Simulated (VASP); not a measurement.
# Al2Cu in VASP: settings compared

Aim: see how the results for Al2Cu move with the level of theory and the settings. Levels: PBEsol, PBEsol+D3(BJ). Tasks: single point.

Everything below comes from runs of VASP 6.6.1. Logs are shortened: lines on timing, memory, paths and dates and some standing lists are left out, and cuts for length are marked.

## (1) The cell of the first run

The typed cell holds 3 atoms: a = 4.105 Å, b = 4.105 Å, c = 2.891 Å, α = 90.00°, β = 90.00°, γ = 90.00°.

## (2) Single point, PBEsol (atoms moved at random)

Contents of INCAR:

```
SYSTEM = Al2Cu
PREC = Accurate
ENCUT = 520
EDIFF = 1E-7
ISMEAR = -1
SIGMA = 0.05
LREAL = .False.
LASPH = .True.
NELM = 80
ALGO = Fast
ISIF = 2
LWAVE = .False.
LCHARG = .True.
GGA = PS
LELF = .True.
LVHAR = .True.
NBANDS = 16
```

Contents of KPOINTS:

```
Automatic mesh
0
Gamma
  7 7 9
  0 0 0
```

Contents of POSCAR:

```
Al2Cu
1.0
    4.1051820000      0.0000000000      0.0000000000
    0.0000000000      4.1051820000      0.0000000000
    0.0000000000      0.0000000000      2.8913130000
Cu Al
1 2
Direct
   -0.0039700000      0.0061610000      0.0024120000
    0.0093760000      0.4970560000      0.4682290000
    0.5060070000     -0.0098690000      0.4975350000
```

Potentials or basis: VASP PAW PBE potentials, release 64 (Cu, Al).

Command:

```
cat potpaw_PBE.64/Cu/POTCAR potpaw_PBE.64/Al/POTCAR > POTCAR
mpirun -np 1 vasp_std > vasp.out
```

OUTCAR:

```text
SYSTEM = Al2Cu
   PREC = Accurate
   ENCUT = 520
   EDIFF = 1E-7
   ISMEAR = -1
   LREAL = .False.
   LASPH = .True.
   NELM = 80
   ISIF = 2
   GGA = PS

 ion  position               nearest neighbor table
   1  0.996  0.006  0.002-   2 2.42   3 2.47   3 2.49   2 2.49   3 2.54   2 2.54   3 2.55   2 2.60

   2  0.009  0.497  0.468-   1 2.42   1 2.49   1 2.54   1 2.60   3 2.87   3 2.89   3 2.91   3 2.93

   3  0.506  0.990  0.498-   1 2.47   1 2.49   1 2.54   1 2.55   2 2.87   2 2.89   2 2.91   2 2.93

  LATTYP: Found a simple tetragonal cell.
 ALAT       =     4.1051820000
 C/A-ratio  =     0.7043081159

  Lattice vectors:

 A1 = (   4.1051820000,   0.0000000000,   0.0000000000)
 A2 = (   0.0000000000,   4.1051820000,   0.0000000000)
 A3 = (   0.0000000000,   0.0000000000,   2.8913130000)

Analysis of symmetry for initial positions (statically):
=====================================================================
 Subroutine PRICEL returns:
 Original cell was already a primitive cell.

 Routine SETGRP: Setting up the symmetry group for a
 simple tetragonal supercell.

 Subroutine GETGRP returns: Found  1 space group operations
 (whereof  1 operations were pure point group operations)
 out of a pool of 16 trial point group operations.

The static configuration has the point symmetry C_1 .

Analysis of symmetry for dynamics (positions and initial velocities):
=====================================================================
 Subroutine PRICEL returns:
 Original cell was already a primitive cell.

 Routine SETGRP: Setting up the symmetry group for a
 simple tetragonal supercell.

 Subroutine GETGRP returns: Found  1 space group operations
 (whereof  1 operations were pure point group operations)
 out of a pool of 16 trial point group operations.

The dynamic configuration has the point symmetry C_1 .

 Subroutine INISYM returns: Found  1 space group operations
 (whereof  1 operations are pure point group operations),
 and found     1 'primitive' translations

----------------------------------------------------------------------------------------

                                     Primitive cell

  volume of cell :      48.7259

  direct lattice vectors                    reciprocal lattice vectors
     4.105182000  0.000000000  0.000000000     0.243594559  0.000000000  0.000000000
     0.000000000  4.105182000  0.000000000     0.000000000  0.243594559  0.000000000
     0.000000000  0.000000000  2.891313000     0.000000000  0.000000000  0.345863627

  length of vectors
     4.105182000  4.105182000  2.891313000     0.243594559  0.243594559  0.345863627

  position of ions in fractional coordinates (direct lattice)
     0.996030000  0.006161000  0.002412000
     0.009376000  0.497056000  0.468229000
     0.506007000  0.990131000  0.497535000

  ion indices of the primitive-cell ions
   primitive index   ion index
                 1           1
                 2           2
                 3           3

----------------------------------------------------------------------------------------

 KPOINTS: Automatic mesh

Automatic generation of k-mesh.
 Grid dimensions read from file:
 generate k-points for:    7    7    9

 Generating k-lattice:

  Cartesian coordinates                     Fractional coordinates (reciprocal lattice)
     0.034799223  0.000000000  0.000000000     0.142857143  0.000000000  0.000000000
     0.000000000  0.034799223  0.000000000     0.000000000  0.142857143  0.000000000
     0.000000000  0.000000000  0.038429292     0.000000000  0.000000000  0.111111111

  Length of vectors
     0.034799223  0.034799223  0.038429292

  Shift w.r.t. Gamma in fractional coordinates (k-lattice)
     0.000000000  0.000000000  0.000000000

 Subroutine IBZKPT returns following result:
 ===========================================

 Found    221 irreducible k-points:

 Following reciprocal coordinates:
            Coordinates               Weight
  0.000000  0.000000  0.000000      1.000000
  0.142857  0.000000  0.000000      2.000000
  0.000000  0.142857  0.000000      2.000000
  0.285714  0.000000  0.000000      2.000000
  0.000000  0.285714  0.000000      2.000000
  0.428571  0.000000  0.000000      2.000000
[... 16 lines left out ...]
  0.285714  0.428571  0.000000      2.000000
  0.428571  0.428571  0.000000      2.000000
 [... further k-points ...]
   k-points           NKPTS =    221   k-points in BZ     NKDIM =    221   number of bands    NBANDS=     16
   number of dos      NEDOS =    301   number of ions     NIONS =      3
   total plane-waves  NPLWV =  24576
   dimension x,y,z NGX =    32 NGY =   32 NGZ =   24
   dimension x,y,z NGXF=    64 NGYF=   64 NGZF=   48
   ions per type =               1   2
   NGX,Y,Z   is equivalent  to a cutoff of  12.96, 12.96, 13.80 a.u.
   NGXF,Y,Z  is equivalent  to a cutoff of  25.92, 25.92, 27.60 a.u.
 SYSTEM =  Al2Cu
   PREC   = accura    normal or accurate (medium, high low for compatibility)
   ISTART =      0    job   : 0-new  1-cont  2-samecut
   ICHARG =      2    charge: 1-file 2-atom 10-const
   ISPIN  =      1    spin polarized calculation?
   LNONCOLLINEAR =      F non collinear calculations
   LSORBIT =      F    spin-orbit coupling
   LASPH  =      T    aspherical Exc in radial PAW
   ENCUT  =  520.0 eV  38.22 Ry    6.18 a.u.   7.63  7.63  5.38*2*pi/ulx,y,z
   NELM   =     80;   NELMIN=  2; NELMDL= -5     # of ELM steps
   EDIFF  = 0.1E-06   stopping-criterion for ELM
   LREAL  =      F    real-space projection
   EDIFFG = 0.1E-05   stopping-criterion for IOM
   NSW    =      0    number of steps for IOM
   IBRION =     -1    ionic relax: 0-MD 1-quasi-New 2-CG
   NFREE  =      0    steps in history (QN), initial steepest desc. (CG)
   ISIF   =      2    stress and relaxation
   ISYM   =      2    0-nonsym 1-usesym 2-fastsym
   POTIM  = 0.5000    time-step for ionic-motion
   TEBEG  =    0.0;   TEEND  =   0.0 temperature during run
   PSTRESS=    0.0 pullay stress
   NELECT =      17.0000    total number of electrons
   NUPDOWN=      -1.0000    fix difference up-down
   EMIN   =  10.00;   EMAX   =-10.00  energy-range for DOS
   EFERMI =   0.00;   METHOD = LEGACY
   ISMEAR =    -1;   SIGMA  =   0.05  broadening in eV -4-tet -1-fermi 0-gaus
   EFERMI_NEDOS =   21; number of points for ismear=-14 and -15
   IALGO  =     68    algorithm
   IMIX   =      4    mixing-type and parameters
     AMIX     =   0.40;   BMIX     =  1.00
     AMIX_MAG =   1.60;   BMIX_MAG =  1.00
  volume/ion in A,a.u.               =      16.24       109.61
  Fermi-wavevector in a.u.,A,eV,Ry     =   1.152492  2.177894 18.071765  1.328237
  Thomas-Fermi vector in A             =   2.289142
   LORBIT       =      0    0 simple, 1 ext, 2 COOP (PROOUT), +10 PAW based schemes
   GGA     = PS    functional components
   LHFCALC =     F    Hartree Fock is set to
   AEXX    =    0.0000 exact exchange contribution
   IVDW    =     0    specifies the selected vdW correction
   LEPSILON=     F    determine dielectric tensor
   LRPA    =     F    only Hartree local field effects (RPA)
 non-spin polarized calculation
 RMM-DIIS sequential band-by-band and
  energy-cutoff  :      520.00
  volume of cell :       48.73
 maximum number of plane-waves:      1339
   NGX = 15   NGY = 15   NGZ = 11

 number of electron      17.0000002 magnetization

 Free energy of the ion-electron system (eV)
  ---------------------------------------------------
  ext. energy  EPLUGINS =         0.00000000
  ---------------------------------------------------
  free energy    TOTEN  =       -12.53008530 eV

  energy without entropy =      -12.51796613  energy(sigma->0) =      -12.52402572

 E-fermi :   7.0684     XC(G=0): -10.4860

 val. band max:        7.0444439050   @ k =  -0.1429   0.1429   0.4444
 cond. band min:       7.0934288912   @ k =   0.0000   0.0000   0.1111
 fundamental gap:      0.0489849862
 Fermi energy:         7.0684194696

 k-point     1 :       0.0000    0.0000    0.0000
  band No.  band energies     occupation
      1      -3.4627      2.00000
      2       1.6533      2.00000
      3       2.1597      2.00000
      4       2.8136      2.00000
      5       2.9953      2.00000
      6       3.0031      2.00000
[... 8 lines left out ...]
     15      14.1853      0.00000
     16      19.1156      0.00000

 k-point     2 :       0.1429    0.0000    0.0000
  band No.  band energies     occupation
      1      -3.2914      2.00000
      2       1.5340      2.00000
      3       2.1204      2.00000
      4       2.7653      2.00000
      5       2.9939      2.00000
      6       2.9994      2.00000
[... 8 lines left out ...]
     15      16.0909      0.00000
     16      18.7696      0.00000

 k-point     3 :       0.0000    0.1429    0.0000
  band No.  band energies     occupation
      1      -3.2913      2.00000
      2       1.5332      2.00000
      3       2.1229      2.00000
      4       2.7654      2.00000
      5       2.9882      2.00000
      6       3.0036      2.00000
[... 8 lines left out ...]
     15      16.0912      0.00000
     16      18.7407      0.00000

 k-point     4 :       0.2857    0.0000    0.0000
  band No.  band energies     occupation
      1      -2.7949      2.00000
      2       0.7912      2.00000
      3       2.0766      2.00000
      4       2.6746      2.00000
      5       2.9201      2.00000
      6       2.9862      2.00000
[... 8 lines left out ...]
     15      17.5428      0.00000
     16      18.7427      0.00000

 k-point     5 :       0.0000    0.2857    0.0000
  band No.  band energies     occupation
      1      -2.7946      2.00000
      2       0.7909      2.00000
      3       2.0825      2.00000
      4       2.6742      2.00000
      5       2.9001      2.00000
      6       2.9936      2.00000
[... 8 lines left out ...]
     15      17.5390      0.00000
     16      18.7471      0.00000

 k-point     6 :       0.4286    0.0000    0.0000
  band No.  band energies     occupation
      1      -2.0969      2.00000
      2      -0.3118      2.00000
      3       2.0896      2.00000
      4       2.6140      2.00000
      5       2.7586      2.00000
      6       2.9721      2.00000
[... 8 lines left out ...]
     15      16.4555      0.00000
     16      18.3424      0.00000

 k-point     7 :       0.0000    0.4286    0.0000
  band No.  band energies     occupation
      1      -2.0960      2.00000
      2      -0.3123      2.00000
      3       2.0961      2.00000
      4       2.6131      2.00000
      5       2.7468      2.00000
      6       2.9698      2.00000
[... 8 lines left out ...]
     15      16.5547      0.00000
     16      18.3626      0.00000

 k-point     8 :       0.1429    0.1429    0.0000
  band No.  band energies     occupation
      1      -3.1198      2.00000
      2       1.4900      2.00000
      3       2.0549      2.00000
      4       2.6941      2.00000
      5       2.9895      2.00000
      6       2.9980      2.00000
[... 8 lines left out ...]
     15      16.7771      0.00000
     16      18.5920      0.00000

 k-point     9 :      -0.1429    0.1429    0.0000
  band No.  band energies     occupation
      1      -3.1199      2.00000
      2       1.4913      2.00000
      3       2.0529      2.00000
      4       2.6969      2.00000
      5       2.9898      2.00000
      6       2.9977      2.00000
[... 8 lines left out ...]
     15      16.7906      0.00000
     16      18.5968      0.00000
[... 172 lines left out ...]
 k-point    19 :      -0.2857    0.2857    0.0000
  band No.  band energies     occupation
      1      -2.1205      2.00000
      2       1.0484      2.00000
      3       1.5458      2.00000
      4       2.4421      2.00000
      5       2.9632      2.00000
      6       2.9864      2.00000
[... 8 lines left out ...]
     15      17.6686      0.00000
     16      18.5310      0.00000

 k-point    20 :       0.4286    0.2857    0.0000
  band No.  band energies     occupation
      1      -1.4007      2.00000
      2       0.2215      2.00000
      3       1.7069      2.00000
      4       2.2985      2.00000
      5       2.7739      2.00000
      6       2.9750      2.00000
[... 8 lines left out ...]
     15      16.9061      0.00000
     16      18.2652      0.00000

 k-point    21 :      -0.2857    0.4286    0.0000
  band No.  band energies     occupation
      1      -1.4008      2.00000
      2       0.2232      2.00000
      3       1.7056      2.00000
      4       2.3012      2.00000
      5       2.7632      2.00000
      6       2.9748      2.00000
[... 8 lines left out ...]
     15      16.8973      0.00000
     16      18.3103      0.00000

 k-point    22 :      -0.4286    0.2857    0.0000
  band No.  band energies     occupation
      1      -1.4014      2.00000
      2       0.2236      2.00000
      3       1.7031      2.00000
      4       2.3021      2.00000
      5       2.7733      2.00000
      6       2.9760      2.00000
[... 8 lines left out ...]
     15      16.9100      0.00000
     16      18.2650      0.00000

 k-point    23 :       0.2857    0.4286    0.0000
  band No.  band energies     occupation
      1      -1.4002      2.00000
      2       0.2211      2.00000
      3       1.7094      2.00000
      4       2.2977      2.00000
      5       2.7637      2.00000
      6       2.9742      2.00000
[... 8 lines left out ...]
     15      16.8938      0.00000
     16      18.3112      0.00000

 k-point    24 :       0.4286    0.4286    0.0000
  band No.  band energies     occupation
      1      -0.6304      2.00000
      2       0.6480      2.00000
      3       0.9159      2.00000
      4       1.9168      2.00000
      5       2.7258      2.00000
      6       2.9186      2.00000
[... 8 lines left out ...]
     15      17.2044      0.00000
     16      17.5996      0.00000

 [... further k-points ...]
[... 5 lines left out ...]
  --------------------------------------------------------------------------------------
  -------------------------------------------------------------------------------------
  Total       -0.5109218     -0.3799146     -0.8862511      0.0199957      0.1021955     -0.0002718
  in kB      -16.7998379    -12.4921344    -29.1411994      0.6574880      3.3603338     -0.0089356
  external PRESSURE =     -19.4777239 kB  Pullay stress =       0.0000000 kB

 VOLUME and BASIS-vectors are now :
 -----------------------------------------------------------------------------
  energy-cutoff  :      520.00
  volume of cell :       48.73
      direct lattice vectors                 reciprocal lattice vectors
     4.105182000  0.000000000  0.000000000     0.243594559  0.000000000  0.000000000
     0.000000000  4.105182000  0.000000000     0.000000000  0.243594559  0.000000000
     0.000000000  0.000000000  2.891313000     0.000000000  0.000000000  0.345863627

 POSITION                                       TOTAL-FORCE (eV/Angst)
 -----------------------------------------------------------------------------------
      4.08888      0.02529      0.00697         0.251164     -0.235862     -0.316331
      0.03849      2.04051      1.35380        -0.016314      0.189001      0.293114
      2.07725      4.06467      1.43853        -0.234851      0.046861      0.023218
 -----------------------------------------------------------------------------------
    total drift:                               -0.000506      0.000592      0.000343

  FREE ENERGIE OF THE ION-ELECTRON SYSTEM (eV)
  ---------------------------------------------------
  free  energy   TOTEN  =       -12.5300853049 eV

  energy  without entropy=      -12.5179661318  energy(sigma->0) =      -12.52402572
```

It took 2.5 min on 1 thread of Intel Xeon Platinum 8488C (Sapphire Rapids), shared host; peak memory 0.29 GiB.

Results:

| Quantity | Value |
| --- | --- |
| Free energy | -12.5301 eV |
| Pressure | -1.9 GPa |
| Largest force | 0.468 eV/Å |

Forces in eV/Å, atoms in the order of the input:
```
Cu   0.251 -0.236 -0.316
Al  -0.016  0.189  0.293
Al  -0.235  0.047  0.023
```

Levels at points of the mesh, in eV from the Fermi level:
```
           k point  band 5  band 6  band 7  band 8  band 9  band 10  band 11  band 12  band 13  band 14
(0.00, 0.00, 0.00)   -4.07   -4.07   -2.37   -2.37   -0.10     0.86     5.94     6.15     6.15     7.05
```

Caveat: the cell differs from its parent crystal (atoms moved at random); the PAW data sets were made with another functional, which shifts forces and pressure a little.

## (3) Single point, PBEsol

This run uses another cell than the first one, of 15.92 Å³/atom, 0.980 times its volume.

Contents of INCAR:

```
PREC = Accurate ; ENCUT = 700
EDIFF = 1E-6 ; ISMEAR = -1
SIGMA = 0.05 ; LREAL = F
LASPH = T ; NELM = 120
ALGO = Normal ; ISIF = 2
LWAVE = F ; LCHARG = F
GGA = PS ; NBANDS = 20
GGA_COMPAT = F
```

Contents of KPOINTS:

```
regular mesh
0
Gamma
  6 6 8
```

Contents of POSCAR:

```
Al2Cu
1.0
    4.0641301800      0.0000000000      0.0000000000
    0.0000000000      4.0641301800      0.0000000000
    0.0000000000      0.0000000000      2.8913130000
Cu Al
1 2
Direct
    0.0000000000      0.0000000000      0.0000000000
    0.0000000000      0.5000000000      0.5000000000
    0.5000000000      0.0000000000      0.5000000000
```

Potentials or basis: VASP PAW PBE potentials, release 64 (Cu_sv_GW, Al).

Command:

```
cat potpaw_PBE.64/Cu_sv_GW/POTCAR potpaw_PBE.64/Al/POTCAR > POTCAR
mpirun -np 1 vasp_std > vasp.out
```

Run time: 47 s. Hardware: 1 thread of AMD EPYC 9R14 (Zen 4), shared host; peak memory 0.21 GiB.

The run converged. Its results:

```
Free energy : -12.6453 eV
Pressure    : -1.4 GPa
```

Stress tensor (GPa, compression positive):
```
-0.77  0.00  0.00
 0.00 -0.77  0.00
 0.00  0.00 -2.79
```

Levels at points of the mesh, in eV from the Fermi level:
```
           k point  band 10  band 11  band 12  band 13  band 14  band 15  band 16  band 17
(0.00, 0.00, 0.00)    -4.15    -2.44    -2.44     0.03     0.83     5.73     6.30     6.30
(0.50, 0.00, 0.00)    -4.18    -4.14    -1.10     1.58     1.74     2.02     7.14     8.41
(0.50, 0.50, 0.00)    -4.27    -4.18    -4.18    -2.48     8.53     8.53     9.05    10.06
(0.00, 0.00, 0.50)    -4.14    -3.11     2.50     2.50     2.60     2.66     2.66     3.00
(0.50, 0.00, 0.50)    -4.21    -3.20    -2.60    -1.78     3.61     3.93     4.36     5.00
(0.50, 0.50, 0.50)    -3.67    -2.36    -2.36    -1.05    -1.04    -0.08    -0.08     2.30
```

Caveat: the PAW data sets were made with another functional, which shifts forces and pressure a little.

## (4) Single point, PBEsol+D3(BJ)

This run uses another cell than the first one, of 15.28 Å³/atom, 0.941 times its volume.

Contents of INCAR:

```
PREC = Accurate
ENCUT = 520
EDIFF = 1E-7
ISMEAR = -1
SIGMA = 0.05
LREAL = F
LASPH = T
NELM = 60
ALGO = Normal
ISIF = 2
LWAVE = F
LCHARG = T
GGA = PS
IVDW = 12
LELF = T
LVHAR = T
NBANDS = 16
```

Contents of KPOINTS:

```
regular mesh
0
Gamma
  7 7 9
```

Contents of POSCAR:

```
Al2Cu
1.0
    4.0350055355      0.0000000000      0.0000000000
    0.0000000000      4.0350055355      0.0000000000
    0.0000000000      0.0000000000      2.8153734642
Cu Al
1 2
Direct
    0.0000000000      0.0000000000      0.0000000000
    0.0000000000      0.5000000000      0.5000000000
    0.5000000000      0.0000000000      0.5000000000
```

Potentials or basis: VASP PAW PBE potentials, release 64 (Cu, Al).

Command:

```
cat potpaw_PBE.64/Cu/POTCAR potpaw_PBE.64/Al/POTCAR > POTCAR
mpirun -np 1 vasp_std > vasp.out
```

Run time: 46 s. Hardware: 1 thread of Intel Xeon Platinum 8175M at 2.50GHz (Skylake/Cascade Lake), shared host; peak memory 0.18 GiB.

It converged, with:

```yaml
Free_energy: -13.6278 eV
Pressure: 0.2 GPa
Dispersion_energy_per_atom: -0.362 eV
```

Levels at points of the mesh, in eV from the Fermi level:
```csv
k point,band 5,band 6,band 7,band 8,band 9,band 10,band 11,band 12
"(0.00, 0.00, 0.00)",-4.27,-4.27,-2.56,-2.56,0.03,0.80,6.35,6.35
```

Caveat: the PAW data sets were made with another functional, which shifts forces and pressure a little; pairwise dispersion overbinds metals, which lowers pressure and volume.

## (5) Overview

```csv
level,potentials or basis,cell,k mesh,cutoff (eV),second run,gap on the mesh (eV),pressure (GPa)
PBEsol,"VASP PAW PBE potentials, release 64 (Cu, Al)","a = 4.105, b = 4.105, c = 2.891 Å, 3 atoms",7 × 7 × 9,520,-,none,-1.9
PBEsol,"VASP PAW PBE potentials, release 64 (Cu_sv_GW, Al)","a = 4.064, b = 4.064, c = 2.891 Å, 3 atoms",6 × 6 × 8,700,valence_matched,none,-1.4
PBEsol+D3(BJ),"VASP PAW PBE potentials, release 64 (Cu, Al)","a = 4.035, b = 4.035, c = 2.815 Å, 3 atoms",7 × 7 × 9,520,-,none,0.2
```

Alike in all rows: task single point; no spin polarisation; smearing fermi-dirac 0.05 eV.

Caveats: the PAW data sets were made with another functional, which shifts forces and pressure a little; pairwise dispersion overbinds metals, which lowers pressure and volume (some runs).

Total energies depend on the potentials used, so only differences within one code and one set of settings carry meaning.
